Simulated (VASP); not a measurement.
Input of a VASP 6.6.1 run:

Contents of INCAR:

```
PREC     = Accurate       # precision mode
ENCUT    = 600            # plane-wave cutoff, eV
EDIFF    = 1E-6           # SCF threshold, eV
ISMEAR   = 0              # smearing method
SIGMA    = 0.02           # smearing width, eV
LREAL    = False          # projectors in reciprocal space
LASPH    = True           # aspherical terms in the spheres
NELM     = 60             # most SCF steps
ALGO     = Normal         # electronic algorithm
ISIF     = 3              # what is computed and relaxed
LWAVE    = False          # write WAVECAR
LCHARG   = False          # write CHGCAR
GGA      = PE             # functional
IBRION   = 2              # ionic algorithm
NSW      = 100            # ionic steps
EDIFFG   = -0.005         # ionic threshold
```

The input KPOINTS:

```
Automatic mesh
0
Gamma
  10 10 10
```

Contents of POSCAR:

```
BP
1.0
    0.0000000000      2.2690000000      2.2690000000
    2.2690000000      0.0000000000      2.2690000000
    2.2690000000      2.2690000000      0.0000000000
B P
1 1
Direct
    0.0000000000      0.0000000000      0.0000000000
    0.7500000000      0.7500000000      0.7500000000
```

Potentials or basis: VASP PAW PBE potentials, release 64 (B, P).

Command:

```sh
$ cat potpaw_PBE.64/B/POTCAR potpaw_PBE.64/P/POTCAR > POTCAR
$ mpirun -np 1 vasp_std > vasp.out
```

(1) Predict the band gap on the k mesh.

(2) What does it give for the relaxed cell?

(3) Estimate the space group after relaxing (to 0.05 Å).

Results:

(1) 1.25 eV, indirect (least direct gap 3.39 eV).

(2) a = 3.215 Å, b = 3.215 Å, c = 3.215 Å, α = 60.00°, β = 60.00°, γ = 60.00°.

(3) F-43m (No. 216).
